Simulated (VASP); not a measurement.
# Ti4C in VASP: a series of runs

The runs below take Ti4C through relaxation of the atoms, with PBEsol.

Program: VASP 6.6.1. These are calculated values, not measurements. Logs are shortened: lines on timing, memory, paths and dates and some standing lists are left out, and cuts for length are marked.

## Step 1: The cell of the first run

The cell holds a slab with vacuum, 5 atoms: a = 2.868 Å, b = 4.055 Å, c = 19.605 Å, α = 90.00°, β = 90.00°, γ = 90.00°.

## Step 2: Relaxation of the atoms, PBEsol

INCAR

```
SYSTEM = Ti4C
PREC = Accurate
ENCUT = 520
EDIFF = 1E-7
ISMEAR = 0
SIGMA = 0.1
LREAL = .False.
LASPH = .True.
NELM = 80
ALGO = Normal
ISIF = 2
LWAVE = .False.
LCHARG = .False.
LDIPOL = .True.
IDIPOL = 3
DIPOL = 0.5 0.5 0.349
GGA = PS
IBRION = 2
NSW = 36
EDIFFG = -0.025
```

KPOINTS

```
Automatic mesh
0
Gamma
  9 7 1
  0 0 0
```

POSCAR

```
Ti4C
1.0
    2.8676282151      0.0000000000      0.0000000000
    0.0000000000      4.0554387137      0.0000000000
    0.0000000000      0.0000000000     19.6054200203
Ti C
4 1
Selective dynamics
Direct
    0.5000000000      0.5000000000      0.2040252132  F F F
    0.0000000000      0.0000000000      0.2771587704  F F F
    0.5000000000      0.5000000000      0.3434213386  F F F
    0.0000000000      0.0000000000      0.4134275120  F F F
    0.1666666667      0.0000000000      0.5071711406  F F T
```

Potentials or basis: VASP PAW PBE potentials, release 64 (Ti_sv, C).

Command:

```console
$ cat potpaw_PBE.64/Ti_sv/POTCAR potpaw_PBE.64/C/POTCAR > POTCAR
$ mpirun -np 1 vasp_std > vasp.out
```

OUTCAR:

```text
SYSTEM = Ti4C
   PREC = Accurate
   ENCUT = 520
   EDIFF = 1E-7
   ISMEAR = 0
   LREAL = .False.
   LASPH = .True.
   NELM = 80
   ISIF = 2
   GGA = PS
   IBRION = 2
   NSW = 36
   EDIFFG = -0.025

 ion  position               nearest neighbor table
   1  0.500  0.500  0.204-   3 2.73   2 2.87   2 2.87   2 2.87   2 2.87
   2  0.000  0.000  0.277-   4 2.67   3 2.80   3 2.80   3 2.80   3 2.80   1 2.87   1 2.87   1 2.87
                             1 2.87
   3  0.500  0.500  0.343-   1 2.73   2 2.80   2 2.80   2 2.80   2 2.80   4 2.84   4 2.84   4 2.84
                             4 2.84
   4  0.000  0.000  0.413-   5 1.90   2 2.67   3 2.84   3 2.84   3 2.84   3 2.84
   5  0.167  0.000  0.507-   4 1.90

  LATTYP: Found a simple orthorhombic cell.
 ALAT       =     2.8676282151
 B/A-ratio  =     1.4142135624
 C/A-ratio  =     6.8368067789

  Lattice vectors:

 A1 = (   2.8676282151,   0.0000000000,   0.0000000000)
 A2 = (   0.0000000000,   4.0554387137,   0.0000000000)
 A3 = (   0.0000000000,   0.0000000000,  19.6054200203)

Analysis of symmetry for initial positions (statically):
=====================================================================
 Subroutine PRICEL returns:
 Original cell was already a primitive cell.

 Routine SETGRP: Setting up the symmetry group for a
 simple orthorhombic supercell.

 Subroutine GETGRP returns: Found  2 space group operations
 (whereof  2 operations were pure point group operations)
 out of a pool of  8 trial point group operations.

The static configuration has the point symmetry C_1h.

Analysis of symmetry for dynamics (positions and initial velocities):
=====================================================================
 Subroutine PRICEL returns:
 Original cell was already a primitive cell.

 Routine SETGRP: Setting up the symmetry group for a
 simple orthorhombic supercell.

 Subroutine GETGRP returns: Found  2 space group operations
 (whereof  2 operations were pure point group operations)
 out of a pool of  8 trial point group operations.

The dynamic configuration has the point symmetry C_1h.

Analysis of constrained symmetry for selective dynamics:
=====================================================================
 Subroutine PRICEL returns:
 Original cell was already a primitive cell.

 Routine SETGRP: Setting up the symmetry group for a
 simple orthorhombic supercell.

 Subroutine GETGRP returns: Found  2 space group operations
 (whereof  2 operations were pure point group operations)
 out of a pool of  8 trial point group operations.

The constrained configuration has the point symmetry C_1h.

 Subroutine INISYM returns: Found  2 space group operations
 (whereof  2 operations are pure point group operations),
 and found     1 'primitive' translations

----------------------------------------------------------------------------------------

                                     Primitive cell

  volume of cell :     228.0010

  direct lattice vectors                    reciprocal lattice vectors
     2.867628215  0.000000000  0.000000000     0.348720240  0.000000000  0.000000000
     0.000000000  4.055438714  0.000000000     0.000000000  0.246582447  0.000000000
     0.000000000  0.000000000 19.605420020     0.000000000  0.000000000  0.051006303

  length of vectors
     2.867628215  4.055438714 19.605420020     0.348720240  0.246582447  0.051006303

  position of ions in fractional coordinates (direct lattice)
     0.500000000  0.500000000  0.204025213
     0.000000000  0.000000000  0.277158770
     0.500000000  0.500000000  0.343421339
     0.000000000  0.000000000  0.413427512
     0.166666667  0.000000000  0.507171141

  ion indices of the primitive-cell ions
   primitive index   ion index
                 1           1
                 2           2
                 3           3
                 4           4
                 5           5

----------------------------------------------------------------------------------------

 KPOINTS: Automatic mesh

Automatic generation of k-mesh.
 Grid dimensions read from file:
 generate k-points for:    9    7    1

 Generating k-lattice:

  Cartesian coordinates                     Fractional coordinates (reciprocal lattice)
     0.038746693  0.000000000  0.000000000     0.111111111  0.000000000  0.000000000
     0.000000000  0.035226064  0.000000000     0.000000000  0.142857143  0.000000000
     0.000000000  0.000000000  0.051006303     0.000000000  0.000000000  1.000000000

  Length of vectors
     0.038746693  0.035226064  0.051006303

  Shift w.r.t. Gamma in fractional coordinates (k-lattice)
     0.000000000  0.000000000  0.000000000

 Subroutine IBZKPT returns following result:
 ===========================================

 Found     20 irreducible k-points:

 Following reciprocal coordinates:
            Coordinates               Weight
  0.000000  0.000000  0.000000      1.000000
  0.111111  0.000000  0.000000      2.000000
  0.222222  0.000000  0.000000      2.000000
  0.333333  0.000000  0.000000      2.000000
  0.444444  0.000000  0.000000      2.000000
  0.000000  0.142857  0.000000      2.000000
[... 12 lines left out ...]
  0.333333  0.428571  0.000000      4.000000
  0.444444  0.428571  0.000000      4.000000
   k-points           NKPTS =     20   k-points in BZ     NKDIM =     20   number of bands    NBANDS=     31
   number of dos      NEDOS =    301   number of ions     NIONS =      5
   total plane-waves  NPLWV = 108000
   dimension x,y,z NGX =    24 NGY =   30 NGZ =  150
   dimension x,y,z NGXF=    48 NGYF=   60 NGZF=  300
   ions per type =               4   1
   NGX,Y,Z   is equivalent  to a cutoff of  13.91, 12.30, 12.72 a.u.
   NGXF,Y,Z  is equivalent  to a cutoff of  27.83, 24.60, 25.44 a.u.
 SYSTEM =  Ti4C
   PREC   = accura    normal or accurate (medium, high low for compatibility)
   ISTART =      0    job   : 0-new  1-cont  2-samecut
   ICHARG =      2    charge: 1-file 2-atom 10-const
   ISPIN  =      1    spin polarized calculation?
   LNONCOLLINEAR =      F non collinear calculations
   LSORBIT =      F    spin-orbit coupling
   LASPH  =      T    aspherical Exc in radial PAW
   ENCUT  =  520.0 eV  38.22 Ry    6.18 a.u.   5.33  7.54 36.45*2*pi/ulx,y,z
   NELM   =     80;   NELMIN=  2; NELMDL= -5     # of ELM steps
   EDIFF  = 0.1E-06   stopping-criterion for ELM
   LREAL  =      F    real-space projection
   EDIFFG = -.3E-01   stopping-criterion for IOM
   NSW    =     36    number of steps for IOM
   IBRION =      2    ionic relax: 0-MD 1-quasi-New 2-CG
   NFREE  =      1    steps in history (QN), initial steepest desc. (CG)
   ISIF   =      2    stress and relaxation
   ISYM   =      2    0-nonsym 1-usesym 2-fastsym
   POTIM  = 0.5000    time-step for ionic-motion
   TEBEG  =    0.0;   TEEND  =   0.0 temperature during run
   PSTRESS=    0.0 pullay stress
   NELECT =      52.0000    total number of electrons
   NUPDOWN=      -1.0000    fix difference up-down
   EMIN   =  10.00;   EMAX   =-10.00  energy-range for DOS
   EFERMI =   0.00;   METHOD = LEGACY
   ISMEAR =     0;   SIGMA  =   0.10  broadening in eV -4-tet -1-fermi 0-gaus
   EFERMI_NEDOS =   21; number of points for ismear=-14 and -15
   IALGO  =     38    algorithm
   IMIX   =      4    mixing-type and parameters
     AMIX     =   0.40;   BMIX     =  1.00
     AMIX_MAG =   1.60;   BMIX_MAG =  1.00
  volume/ion in A,a.u.               =      45.60       307.73
  Fermi-wavevector in a.u.,A,eV,Ry     =   1.000223  1.890148 13.611905  1.000447
  Thomas-Fermi vector in A             =   2.132566
   LORBIT       =      0    0 simple, 1 ext, 2 COOP (PROOUT), +10 PAW based schemes
   GGA     = PS    functional components
   LHFCALC =     F    Hartree Fock is set to
   AEXX    =    0.0000 exact exchange contribution
   IVDW    =     0    specifies the selected vdW correction
   LEPSILON=     F    determine dielectric tensor
   LRPA    =     F    only Hartree local field effects (RPA)
 conjugate gradient relaxation of ions
 non-spin polarized calculation
 Gauss-broadening in eV      SIGMA  =   0.10
  energy-cutoff  :      520.00
  volume of cell :      228.00
 maximum number of plane-waves:      6177
 NGX is ok and might be reduce to    24
   NGX = 11   NGY = 15   NGZ = 73

--------------------------------------- Ionic step        1  -------------------------------------------

 number of electron      52.0000014 magnetization

 Free energy of the ion-electron system (eV)
  ---------------------------------------------------
  ext. energy  EPLUGINS =         0.00000000
  ---------------------------------------------------
  free energy    TOTEN  =       -35.20336440 eV

  energy without entropy =      -35.17812729  energy(sigma->0) =      -35.19074584

------------------------ aborting loop because EDIFF is reached ----------------------------------------

  FORCE on cell =-STRESS in cart. coord.  units (eV):
  Direction    XX          YY          ZZ          XY          YZ          ZX
  --------------------------------------------------------------------------------------
  -------------------------------------------------------------------------------------
  Total       -1.2150172     -3.0478868     -2.0560689      0.0000000      0.0000000      1.9933800
  in kB       -8.5380001    -21.4176871    -14.4481219      0.0000000      0.0000000     14.0076034
  external PRESSURE =     -14.8012697 kB  Pullay stress =       0.0000000 kB
[... 63 lines left out ...]
  energy  without entropy=      -35.2038154121  energy(sigma->0) =      -35.21658282

--------------------------------------- Ionic step        3  -------------------------------------------

 number of electron      52.0000014 magnetization

 dipolmoment           0.000000      0.000000      0.223316 electrons x Angstroem

 Free energy of the ion-electron system (eV)
  ---------------------------------------------------
  ext. energy  EPLUGINS =         0.00000000
  ---------------------------------------------------
  free energy    TOTEN  =       -35.23596247 eV

  energy without entropy =      -35.20984975  energy(sigma->0) =      -35.22290611

 E-fermi :  -0.7575     XC(G=0):  -5.0114

 val. band max:       -0.7723102067   @ k =   0.4444   0.2857   0.0000
 cond. band min:      -0.7516017645   @ k =   0.3333   0.2857   0.0000
 fundamental gap:      0.0207084421
 Fermi energy:        -0.7575339114

 k-point     1 :       0.0000    0.0000    0.0000
  band No.  band energies     occupation
      1     -57.4613      2.00000
      2     -57.1630      2.00000
      3     -57.0389      2.00000
      4     -56.4661      2.00000
      5     -34.0002      2.00000
      6     -33.9197      2.00000
[... 669 lines left out ...]
     30      -0.0528      0.00000
     31       0.1886      0.00000

------------------------ aborting loop because EDIFF is reached ----------------------------------------

 vacuum level on the upper side and lower side of the slab       (xc-potential included)         1.542        -1.877

  FORCE on cell =-STRESS in cart. coord.  units (eV):
  Direction    XX          YY          ZZ          XY          YZ          ZX
  --------------------------------------------------------------------------------------
  -------------------------------------------------------------------------------------
  Total       -0.7208150     -2.8983771     -0.4140766      0.0000000      0.0000000      2.6321483
  in kB       -5.0652115    -20.3670739     -2.9097417      0.0000000      0.0000000     18.4962676
  external PRESSURE =      -9.4473424 kB  Pullay stress =       0.0000000 kB

 VOLUME and BASIS-vectors are now :
 -----------------------------------------------------------------------------
  energy-cutoff  :      520.00
  volume of cell :      228.00
      direct lattice vectors                 reciprocal lattice vectors
     2.867628215  0.000000000  0.000000000     0.348720240  0.000000000  0.000000000
     0.000000000  4.055438714  0.000000000     0.000000000  0.246582447  0.000000000
     0.000000000  0.000000000 19.605420020     0.000000000  0.000000000  0.051006303
[... 11 lines left out ...]
  FREE ENERGIE OF THE ION-ELECTRON SYSTEM (eV)
  ---------------------------------------------------
  free  energy   TOTEN  =       -35.2359624653 eV

  energy  without entropy=      -35.2098497540  energy(sigma->0) =      -35.22290611

 reached required accuracy - stopping structural energy minimisation

 vacuum level on the upper side and lower side of the slab         5.965         2.445
```

Wall time 5.7 min (1 thread of Intel Xeon 6975P-C (Granite Rapids), shared host); peak memory 0.39 GiB.

Results:

```
Free energy               : -35.2360 eV
Energy gained by relaxing : 6.5 meV/atom
Ionic steps               : 3
Band gap on the k mesh    : zero (bands 26 and 27 overlap by 0.63 eV)
```

The path:
```csv
step,energy change (eV),largest force on free atoms (eV/Å),pressure (GPa)
1,0.0000,0.8498,-1.48
2,-0.0260,0.4048,-1.19
3,-0.0326,0.0033,-0.94
```

Final structure:
```xyz
5
Lattice="2.8676 0.0000 0.0000 0.0000 4.0554 0.0000 0.0000 0.0000 19.6054" Properties=species:S:1:pos:R:3 pbc="T T T"
Ti    1.4338    2.0277    4.0000
Ti    0.0000    0.0000    5.4338
Ti    1.4338    2.0277    6.7329
Ti    0.0000    0.0000    8.1054
C     0.4779    0.0000    9.8701
```

Caveat: the PAW data sets were made with another functional, which shifts forces and pressure a little.

## Step 3: Relaxation of the atoms, PBEsol

INCAR

```
PREC = Accurate
ENCUT = 520
EDIFF = 1E-6
ISMEAR = 0
SIGMA = 0.1
LREAL = False
LASPH = True
NELM = 100
ALGO = Fast
ISIF = 2
LWAVE = False
LCHARG = False
LDIPOL = True
IDIPOL = 3
DIPOL = 0.5 0.5 0.344
GGA = PS
IBRION = 2
NSW = 36
EDIFFG = -0.025
```

KPOINTS

```
Automatic mesh
0
Gamma
  9 7 1
```

POSCAR, as its differences from that of step 2:

```diff
@@ -13,2 +13,2 @@
     0.0000000000      0.0000000000      0.4134275120  F F F
-    0.1666666667      0.0000000000      0.5071711406  F F T
+    0.5000000000      0.1000000000      0.4817759584  F F T
```

Potentials or basis: VASP PAW PBE potentials, release 64 (Ti_sv, C).

Command:

```console
$ cat potpaw_PBE.64/Ti_sv/POTCAR potpaw_PBE.64/C/POTCAR > POTCAR
$ mpirun -np 1 vasp_std > vasp.out
```

Run time: 66 min. Hardware: 1 thread of Oxide Virtual Turin-like, shared host; peak memory 0.37 GiB.

The run converged. Its results:

| Property | Result |
| --- | --- |
| Free energy | -37.3560 eV |
| Energy gained by relaxing | 65.1 meV/atom |
| Ionic steps | 6 |
| Band gap on the k mesh | zero (bands 26 and 27 overlap by 0.27 eV) |

Step by step:
```
step  energy change (eV)  largest force on free atoms (eV/Å)  pressure (GPa)
   1              0.0000                              2.4219           -0.99
   2             -0.2356                              1.5217           -0.15
   3             -0.3246                              0.1883            1.10
   4             -0.3256                              0.0325            0.95
   5             -0.3256                              0.0427            1.00
   6             -0.3257                              0.0009            0.98
```

Final structure:
```yaml
crystal:
  lattice:
    - [2.86763, 0.00000, 0.00000]
    - [0.00000, 4.05544, 0.00000]
    - [0.00000, 0.00000, 19.60542]
  atoms:
    - { symbol: Ti, position: [0.50000, 0.50000, 0.20403] }
    - { symbol: Ti, position: [0.00000, 0.00000, 0.27716] }
    - { symbol: Ti, position: [0.50000, 0.50000, 0.34342] }
    - { symbol: Ti, position: [0.00000, 0.00000, 0.41343] }
    - { symbol: C, position: [0.50000, 0.10000, 0.47014] }
```

Levels at points of the mesh, in eV from the Fermi level:
```
           k point  band 22  band 23  band 24  band 25  band 26  band 27  band 28  band 29  band 30  band 31
(0.00, 0.00, 0.00)    -1.47    -1.22    -0.79    -0.24    -0.16     0.19     0.29     0.81     1.06     1.08
```

Caveat: the PAW data sets were made with another functional, which shifts forces and pressure a little.

[end of part 1 of 2]

The gap in the log of VASP goes by the Fermi energy; the results here count the filled bands.